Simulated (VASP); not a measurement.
Set up this calculation in VASP 6.6.1, as the native input.

| Quantity | Value |
| --- | --- |
| Task | relaxation of cell and atoms |
| Functional | r2SCAN |
| Potentials or basis | VASP PAW PBE potentials, release 64 (Al, N) |
| Cutoff | 600 eV |
| k mesh | 8 × 8 × 4 |
| Occupations | gaussian, width 0.01 eV |
| Spin | no spin polarisation |
| Target pressure | 10 GPa |
| Dipole correction | no |
| Further INCAR settings | ALGO = Normal; EDIFF = 1e-06; IBRION = 2; EDIFFG = -0.002; NSW = 100; ISIF = 3 |

Crystal: AlN.

```
CELL_PARAMETERS angstrom
3.10670 0.00000 0.00000
-1.55335 2.69048 0.00000
0.00000 0.00000 4.97852
ATOMIC_POSITIONS crystal
Al 0.33333 0.66667 0.99920
Al 0.66667 0.33333 0.49920
N 0.33333 0.66667 0.38080
N 0.66667 0.33333 0.88080
```

The input as run:

POSCAR

```
AlN
1.0
    3.1066956632      0.0000000000      0.0000000000
   -1.5533478316      2.6904773662      0.0000000000
    0.0000000000      0.0000000000      4.9785179513
Al N
2 2
Direct
    0.3333333333      0.6666666667     -0.0008019551
    0.6666666667      0.3333333333      0.4991980449
    0.3333333333      0.6666666667      0.3808019551
    0.6666666667      0.3333333333      0.8808019551
```

INCAR.step1

```
PREC     = Accurate       # precision mode
ENCUT    = 600            # plane-wave cutoff, eV
ISMEAR   = 0              # smearing method
SIGMA    = 0.01           # smearing width, eV
LREAL    = False          # projectors in reciprocal space
LASPH    = True           # aspherical terms in the spheres
NELM     = 80             # most SCF steps
GGA      = PE             # functional
ALGO     = Normal         # electronic algorithm
EDIFF    = 1E-4           # SCF threshold, eV
LWAVE    = True           # write WAVECAR
LCHARG   = False          # write CHGCAR
```

INCAR.step2

```
PREC     = Accurate       # precision mode
ENCUT    = 600            # plane-wave cutoff, eV
EDIFF    = 1E-6           # SCF threshold, eV
ISMEAR   = 0              # smearing method
SIGMA    = 0.01           # smearing width, eV
LREAL    = False          # projectors in reciprocal space
LASPH    = True           # aspherical terms in the spheres
NELM     = 80             # most SCF steps
ALGO     = Normal         # electronic algorithm
ISIF     = 3              # what is computed and relaxed
LWAVE    = False          # write WAVECAR
LCHARG   = False          # write CHGCAR
METAGGA  = R2SCAN         # meta-GGA
LMIXTAU  = True         
IBRION   = 2              # ionic algorithm
NSW      = 100            # ionic steps
EDIFFG   = -0.002         # ionic threshold
PSTRESS  = 100.0        
ISTART   = 1
```

KPOINTS

```
regular mesh
0
Gamma
  8 8 4
```

Potentials or basis: VASP PAW PBE potentials, release 64 (Al, N).

Run with:

```console
$ cat potpaw_PBE.64/Al/POTCAR potpaw_PBE.64/N/POTCAR > POTCAR
$ cp INCAR.step1 INCAR
$ mpirun -np 1 vasp_std > vasp.out
$ cp INCAR.step2 INCAR
$ mpirun -np 1 vasp_std > vasp.out
```

It gave:

```yaml
Relaxed_volume: 9.95 Å³/atom
Relaxed_cell: a = 3.064 Å, b = 3.064 Å, c = 4.894 Å, α = 90.00°, β = 90.00°, γ = 120.00°
Space_group_after_relaxing_to_0.1_Å: P6_3mc (No. 186)
Energy_change_on_relaxing_the_run_minimises_the_enthalpy: +13.4 meV/atom
Ionic_steps: 11
Pressure_after_relaxing: 10.0 GPa
Band_gap_on_the_k_mesh: 5.32 eV
```

Caveat: the cell is relaxed towards a set pressure, so the run minimises the enthalpy, not the energy; the PAW data sets were made with another functional, which shifts forces and pressure a little.

Run time: 10 min on 1 thread of Intel Xeon 8259CL, with other jobs on the host, peak memory 0.19 GiB.
